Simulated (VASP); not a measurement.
# Al30Cu (a cell with a defect) in VASP: a series of runs

The runs below take Al30Cu (a cell with a defect) through single point, with PBEsol.

Program: VASP 6.6.1. These are calculated values, not measurements. Logs are shortened: lines on timing, memory, paths and dates and some standing lists are left out, and cuts for length are marked.

## (1) The cell of the first run

The cell holds a defect, 31 atoms: a = 8.100 Å, b = 8.100 Å, c = 8.100 Å, α = 90.00°, β = 90.00°, γ = 90.00°.

## (2) Single point, PBEsol

INCAR

```
SYSTEM = Al30Cu
PREC = Accurate
ENCUT = 520
EDIFF = 1E-6
ISMEAR = 0
SIGMA = 0.1
LREAL = Auto
LASPH = .TRUE.
NELM = 80
ALGO = Normal
ISIF = 2
LWAVE = .FALSE.
LCHARG = .FALSE.
GGA = PS
NBANDS = 72
```

KPOINTS

```
regular mesh
0
G
  3 3 3
  0 0 0
```

POSCAR

```
Al30Cu
1.0
    8.1000000000      0.0000000000      0.0000000000
    0.0000000000      8.1000000000      0.0000000000
    0.0000000000      0.0000000000      8.1000000000
Al Cu
30 1
Direct
    0.4974620988     -0.0001228395     -0.0008161728
    0.7490928395      0.2525069136     -0.0016207407
    0.7491572840      0.0075665432      0.2551044444
    0.0002630864      0.0001919753     -0.0009820988
    0.2490970370      0.2481456790     -0.0034071605
    0.5016912346      0.4996398765      0.0001201235
    0.7488582716      0.7475870370      0.0015986420
    0.2490641975      0.0014741975      0.2494979012
    0.5076882716      0.2566200000      0.2517990123
    0.5004832099      0.0043991358      0.5014300000
    0.7488817284      0.0013313580      0.7474620988
   -0.0035585185      0.4997593827      0.0000422222
    0.2488898765      0.7487461728     -0.0009323457
   -0.0089850617      0.2569093827      0.2517183951
    0.2493833333      0.4995979012      0.2480356790
    0.5009255556      0.7486648148      0.2482614815
   -0.0023887654      0.0046459259      0.5012702469
    0.2493201235      0.2481827160      0.4999534568
    0.5032545679      0.5006462963      0.4946209877
    0.7491904938      0.7498244444      0.4953585185
    0.2488811111     -0.0014438272      0.7507107407
    0.5005214815      0.2475880247      0.7440030864
    0.7492351852      0.4948956790      0.7408046914
   -0.0028234568      0.7487651852      0.2481812346
   -0.0046858025      0.5006846914      0.4945912346
    0.2492866667      0.7546019753      0.5003382716
   -0.0024730864      0.2478245679      0.7436714815
    0.2492748148      0.4986062963      0.7485259259
    0.4980390123      0.7502264198      0.7495802469
   -0.0001104938      0.7505611111      0.7495080247
    0.7494424691      0.2900954321      0.4686460494
```

Potentials or basis: VASP PAW PBE potentials, release 64 (Al, Cu).

Launch:

```bash
cat potpaw_PBE.64/Al/POTCAR potpaw_PBE.64/Cu/POTCAR > POTCAR
mpirun -np 1 vasp_std > vasp.out
```

OUTCAR:

```text
SYSTEM = Al30Cu
   PREC = Accurate
   ENCUT = 520
   EDIFF = 1E-6
   ISMEAR = 0
   LREAL = Auto
   LASPH = .TRUE.
   NELM = 80
   ISIF = 2
   GGA = PS

 ion  position               nearest neighbor table
   1  0.497  1.000  0.999-   5 2.84  21 2.85   8 2.86  29 2.86  13 2.86  16 2.87  22 2.88  11 2.88
                             7 2.88   2 2.89   3 2.91   9 2.92
   2  0.749  0.253  0.998-   6 2.83  12 2.83   9 2.84  14 2.84  23 2.86   3 2.87  11 2.88  22 2.88
                            27 2.88   4 2.88   1 2.89
   3  0.749  0.008  0.255-   9 2.81  14 2.81  17 2.83  10 2.84  20 2.85  31 2.87   2 2.87  24 2.90
                             4 2.91  16 2.91   1 2.91   7 2.94
   4  0.000  0.000  0.999-   5 2.85  21 2.85  30 2.86   8 2.86  13 2.86  24 2.87  11 2.88  27 2.88
                             2 2.88   7 2.89   3 2.91  14 2.92
   5  0.249  0.248  0.997-  21 2.84   1 2.84   4 2.85  28 2.86   8 2.86  15 2.88  22 2.89   6 2.89
                            12 2.89  27 2.89  14 2.94   9 2.94
   6  0.502  0.500  0.000-   2 2.83   9 2.83   7 2.84  16 2.85  15 2.87  29 2.87  13 2.87  28 2.89
                             5 2.89  23 2.90  22 2.91
   7  0.749  0.748  0.002-  16 2.83  24 2.83   6 2.84  12 2.84  29 2.88  30 2.88   1 2.88   4 2.89
                            11 2.91   3 2.94  23 2.94
   8  0.249  0.001  0.249-  18 2.85  26 2.85   1 2.86   4 2.86   5 2.86  13 2.88  17 2.88  10 2.88
                            24 2.89  16 2.89  14 2.94   9 2.94
   9  0.508  0.257  0.252-  31 2.64  19 2.79   3 2.81   6 2.83   2 2.84  15 2.87  10 2.88  18 2.90
[... 31 lines left out ...]
  25  0.995  0.501  0.495-  31 2.63  14 2.79  23 2.82  24 2.83  20 2.84  15 2.87  27 2.88  30 2.89
                            18 2.90  28 2.91  26 2.91
  26  0.249  0.755  0.500-  21 2.83   8 2.85  29 2.85  30 2.86  10 2.87  17 2.87  16 2.89  28 2.89
                            24 2.89  15 2.91  25 2.91  19 2.91
  27  0.998  0.248  0.744-  17 2.78  11 2.84  23 2.84  18 2.84  21 2.87  25 2.88  28 2.88   4 2.88
                             2 2.88   5 2.89  12 2.91  31 3.02
  28  0.249  0.499  0.749-   5 2.86  18 2.86  29 2.87  13 2.87  30 2.87  22 2.88  27 2.88   6 2.89
                            26 2.89  12 2.89  19 2.91  25 2.91
  29  0.498  0.750  0.750-  21 2.85  26 2.85  13 2.86   1 2.86  28 2.87   6 2.87  11 2.87  10 2.88
                             7 2.88  19 2.89  20 2.89  23 2.90
  30  1.000  0.751  0.750-  21 2.85  13 2.86  26 2.86   4 2.86  28 2.87  12 2.87  11 2.87  17 2.88
                             7 2.88  25 2.89  20 2.89  23 2.90
  31  0.749  0.290  0.469-  25 2.63  19 2.63  14 2.64   9 2.64  23 2.76   3 2.87  27 3.02  22 3.03
                            17 3.08

  LATTYP: Found a simple cubic cell.
 ALAT       =     8.1000000000

  Lattice vectors:

 A1 = (   8.1000000000,   0.0000000000,   0.0000000000)
 A2 = (   0.0000000000,   8.1000000000,   0.0000000000)
 A3 = (   0.0000000000,   0.0000000000,   8.1000000000)

Analysis of symmetry for initial positions (statically):
=====================================================================
 Subroutine PRICEL returns:
 Original cell was already a primitive cell.

 Routine SETGRP: Setting up the symmetry group for a
 simple cubic supercell.

 Subroutine GETGRP returns: Found  1 space group operations
 (whereof  1 operations were pure point group operations)
 out of a pool of 48 trial point group operations.

The static configuration has the point symmetry C_1 .

Analysis of symmetry for dynamics (positions and initial velocities):
=====================================================================
 Subroutine PRICEL returns:
 Original cell was already a primitive cell.

 Routine SETGRP: Setting up the symmetry group for a
 simple cubic supercell.

 Subroutine GETGRP returns: Found  1 space group operations
 (whereof  1 operations were pure point group operations)
 out of a pool of 48 trial point group operations.

The dynamic configuration has the point symmetry C_1 .

 Subroutine INISYM returns: Found  1 space group operations
 (whereof  1 operations are pure point group operations),
 and found     1 'primitive' translations

----------------------------------------------------------------------------------------

                                     Primitive cell

  volume of cell :     531.4410

  direct lattice vectors                    reciprocal lattice vectors
     8.100000000  0.000000000  0.000000000     0.123456790  0.000000000  0.000000000
     0.000000000  8.100000000  0.000000000     0.000000000  0.123456790  0.000000000
     0.000000000  0.000000000  8.100000000     0.000000000  0.000000000  0.123456790

  length of vectors
     8.100000000  8.100000000  8.100000000     0.123456790  0.123456790  0.123456790

  position of ions in fractional coordinates (direct lattice)
     0.497462099  0.999877160  0.999183827
     0.749092840  0.252506914  0.998379259
     0.749157284  0.007566543  0.255104444
     0.000263086  0.000191975  0.999017901
     0.249097037  0.248145679  0.996592840
     0.501691235  0.499639876  0.000120123
[... 23 lines left out ...]
     0.999889506  0.750561111  0.749508025
     0.749442469  0.290095432  0.468646049

  ion indices of the primitive-cell ions
   primitive index   ion index
                 1           1
                 2           2
                 3           3
                 4           4
                 5           5
                 6           6
[... 23 lines left out ...]
                30          30
                31          31

----------------------------------------------------------------------------------------

 KPOINTS: regular mesh

Automatic generation of k-mesh.
 Grid dimensions read from file:
 generate k-points for:    3    3    3

 Generating k-lattice:

  Cartesian coordinates                     Fractional coordinates (reciprocal lattice)
     0.041152263  0.000000000  0.000000000     0.333333333  0.000000000  0.000000000
     0.000000000  0.041152263  0.000000000     0.000000000  0.333333333  0.000000000
     0.000000000  0.000000000  0.041152263     0.000000000  0.000000000  0.333333333

  Length of vectors
     0.041152263  0.041152263  0.041152263

  Shift w.r.t. Gamma in fractional coordinates (k-lattice)
     0.000000000  0.000000000  0.000000000

 Subroutine IBZKPT returns following result:
 ===========================================

 Found     14 irreducible k-points:

 Following reciprocal coordinates:
            Coordinates               Weight
  0.000000  0.000000  0.000000      1.000000
  0.333333  0.000000  0.000000      2.000000
  0.000000  0.333333  0.000000      2.000000
  0.000000  0.000000  0.333333      2.000000
  0.333333  0.333333  0.000000      2.000000
  0.000000  0.333333  0.333333      2.000000
  0.333333  0.000000  0.333333      2.000000
 -0.333333  0.333333  0.000000      2.000000
 -0.333333  0.000000  0.333333      2.000000
  0.000000 -0.333333  0.333333      2.000000
  0.333333  0.333333  0.333333      2.000000
 -0.333333  0.333333  0.333333      2.000000
 -0.333333 -0.333333  0.333333      2.000000
  0.333333 -0.333333  0.333333      2.000000
   k-points           NKPTS =     14   k-points in BZ     NKDIM =     14   number of bands    NBANDS=     72
   number of dos      NEDOS =    301   number of ions     NIONS =     31
   total plane-waves  NPLWV = 216000
   dimension x,y,z NGX =    60 NGY =   60 NGZ =   60
   dimension x,y,z NGXF=   120 NGYF=  120 NGZF=  120
   ions per type =              30   1
   NGX,Y,Z   is equivalent  to a cutoff of  12.31, 12.31, 12.31 a.u.
   NGXF,Y,Z  is equivalent  to a cutoff of  24.63, 24.63, 24.63 a.u.
 SYSTEM =  Al30Cu
   PREC   = accura    normal or accurate (medium, high low for compatibility)
   ISTART =      0    job   : 0-new  1-cont  2-samecut
   ICHARG =      2    charge: 1-file 2-atom 10-const
   ISPIN  =      1    spin polarized calculation?
   LNONCOLLINEAR =      F non collinear calculations
   LSORBIT =      F    spin-orbit coupling
   LASPH  =      T    aspherical Exc in radial PAW
   ENCUT  =  520.0 eV  38.22 Ry    6.18 a.u.  15.06 15.06 15.06*2*pi/ulx,y,z
   NELM   =     80;   NELMIN=  2; NELMDL= -5     # of ELM steps
   EDIFF  = 0.1E-05   stopping-criterion for ELM
   LREAL  =      T    real-space projection
   EDIFFG = 0.1E-04   stopping-criterion for IOM
   NSW    =      0    number of steps for IOM
   IBRION =     -1    ionic relax: 0-MD 1-quasi-New 2-CG
   NFREE  =      0    steps in history (QN), initial steepest desc. (CG)
   ISIF   =      2    stress and relaxation
   ISYM   =      2    0-nonsym 1-usesym 2-fastsym
   POTIM  = 0.5000    time-step for ionic-motion
   TEBEG  =    0.0;   TEEND  =   0.0 temperature during run
   PSTRESS=    0.0 pullay stress
   NELECT =     101.0000    total number of electrons
   NUPDOWN=      -1.0000    fix difference up-down
   EMIN   =  10.00;   EMAX   =-10.00  energy-range for DOS
   EFERMI =   0.00;   METHOD = LEGACY
   ISMEAR =     0;   SIGMA  =   0.10  broadening in eV -4-tet -1-fermi 0-gaus
   EFERMI_NEDOS =   21; number of points for ismear=-14 and -15
   IALGO  =     38    algorithm
   IMIX   =      4    mixing-type and parameters
     AMIX     =   0.40;   BMIX     =  1.00
     AMIX_MAG =   1.60;   BMIX_MAG =  1.00
  volume/ion in A,a.u.               =      17.14       115.69
  Fermi-wavevector in a.u.,A,eV,Ry     =   0.941233  1.778672 12.053656  0.885919
  Thomas-Fermi vector in A             =   2.068723
   LORBIT       =      0    0 simple, 1 ext, 2 COOP (PROOUT), +10 PAW based schemes
   GGA     = PS    functional components
   LHFCALC =     F    Hartree Fock is set to
   AEXX    =    0.0000 exact exchange contribution
   IVDW    =     0    specifies the selected vdW correction
   LEPSILON=     F    determine dielectric tensor
   LRPA    =     F    only Hartree local field effects (RPA)
 non-spin polarized calculation
 Gauss-broadening in eV      SIGMA  =   0.10
  energy-cutoff  :      520.00
  volume of cell :      531.44
 maximum number of plane-waves:     14358
   NGX = 31   NGY = 31   NGZ = 31

 number of electron     100.9999995 magnetization

 Free energy of the ion-electron system (eV)
  ---------------------------------------------------
  ext. energy  EPLUGINS =         0.00000000
  ---------------------------------------------------
  free energy    TOTEN  =      -126.31921616 eV

  energy without entropy =     -126.27034903  energy(sigma->0) =     -126.29478260

 E-fermi :   7.2488     XC(G=0): -10.1201

 val. band max:        7.2200206656   @ k =   0.0000   0.0000   0.0000
 cond. band min:       7.2752392596   @ k =   0.0000   0.3333   0.0000
 fundamental gap:      0.0552185940
 Fermi energy:         7.2487883549

 k-point     1 :       0.0000    0.0000    0.0000
  band No.  band energies     occupation
      1      -3.4351      2.00000
      2      -1.2995      2.00000
      3      -1.2944      2.00000
      4      -1.2641      2.00000
      5      -1.2565      2.00000
      6      -1.1244      2.00000
[... 899 lines left out ...]
     61       9.1762      0.00000
     62       9.2213      0.00000
 [bands above 62 left out]

------------------------ aborting loop because EDIFF is reached ----------------------------------------

  FORCE on cell =-STRESS in cart. coord.  units (eV):
  Direction    XX          YY          ZZ          XY          YZ          ZX
  --------------------------------------------------------------------------------------
  -------------------------------------------------------------------------------------
  Total      -10.8915873    -12.3030571    -12.2588005      0.0053573     -0.0644480     -0.0078749
  in kB      -32.8357321    -37.0910020    -36.9575781      0.0161511     -0.1942966     -0.0237412
  external PRESSURE =     -35.6281041 kB  Pullay stress =       0.0000000 kB

 VOLUME and BASIS-vectors are now :
 -----------------------------------------------------------------------------
  energy-cutoff  :      520.00
  volume of cell :      531.44
      direct lattice vectors                 reciprocal lattice vectors
     8.100000000  0.000000000  0.000000000     0.123456790  0.000000000  0.000000000
     0.000000000  8.100000000  0.000000000     0.000000000  0.123456790  0.000000000
     0.000000000  0.000000000  8.100000000     0.000000000  0.000000000  0.123456790

 POSITION                                       TOTAL-FORCE (eV/Angst)
 -----------------------------------------------------------------------------------
      4.02944      8.09901      8.09339         0.001828      0.007398     -0.011154
      6.06765      2.04531      8.08687        -0.001806      0.004789     -0.016835
      6.06817      0.06129      2.06635         0.002152      0.006229     -0.013338
      0.00213      0.00155      8.09204         0.004226      0.004576     -0.012601
      2.01769      2.00998      8.07240        -0.001191      0.019122     -0.006689
      4.06370      4.04708      0.00097         0.010309      0.012724     -0.007479
[... 23 lines left out ...]
      8.09911      6.07954      6.07102         0.009256      0.012062     -0.010191
      6.07048      2.34977      3.79603         0.000113     -0.290334      0.252659
 -----------------------------------------------------------------------------------
    total drift:                               -0.028292     -0.014164     -0.041981

  FREE ENERGIE OF THE ION-ELECTRON SYSTEM (eV)
  ---------------------------------------------------
  free  energy   TOTEN  =      -126.3192161650 eV

  energy  without entropy=     -126.2703490305  energy(sigma->0) =     -126.29478260
```

It took 9.6 min on 1 thread of Intel Xeon 6975P-C (Granite Rapids), shared host; peak memory 0.66 GiB.

Results:

```yaml
Free_energy: -126.3192 eV
Pressure: -3.6 GPa
Largest_force: 0.385 eV/Å
Band_gap_on_the_k_mesh: zero (an odd number of electrons rules out a gap without spin polarisation)
```

Forces on the atoms (eV/Å):
```
Al   0.002  0.007 -0.011
Al  -0.002  0.005 -0.017
Al   0.002  0.006 -0.013
Al   0.004  0.005 -0.013
Al  -0.001  0.019 -0.007
Al   0.010  0.013 -0.007
Al   0.004  0.009 -0.002
Al  -0.004  0.022  0.001
Al   0.019  0.013 -0.015
Al   0.004  0.018 -0.008
Al   0.001  0.003 -0.002
Al  -0.002  0.014 -0.008
Al  -0.001  0.013 -0.009
Al  -0.022  0.007 -0.018
Al  -0.006  0.025 -0.008
Al   0.006  0.006 -0.006
Al  -0.002  0.015 -0.007
Al  -0.004  0.015 -0.005
Al   0.054 -0.014 -0.024
Al  -0.001  0.033  0.001
Al   0.001  0.005  0.000
Al   0.003  0.011 -0.007
Al  -0.001  0.015  0.017
Al   0.000  0.004 -0.005
Al  -0.050 -0.006 -0.027
Al  -0.008 -0.017 -0.005
Al   0.004  0.007 -0.003
Al  -0.009  0.009 -0.029
Al  -0.010  0.015 -0.005
Al   0.009  0.012 -0.010
Cu   0.000 -0.290  0.253
```

Stress tensor (GPa, compression positive):
```
-3.28  0.00  0.00
 0.00 -3.71 -0.02
 0.00 -0.02 -3.70
```

Caveat: the PAW data sets were made with another functional, which shifts forces and pressure a little.

(Part 1 of 2 ends here.)

The gap in the log of VASP goes by the Fermi energy; the results here count the filled bands.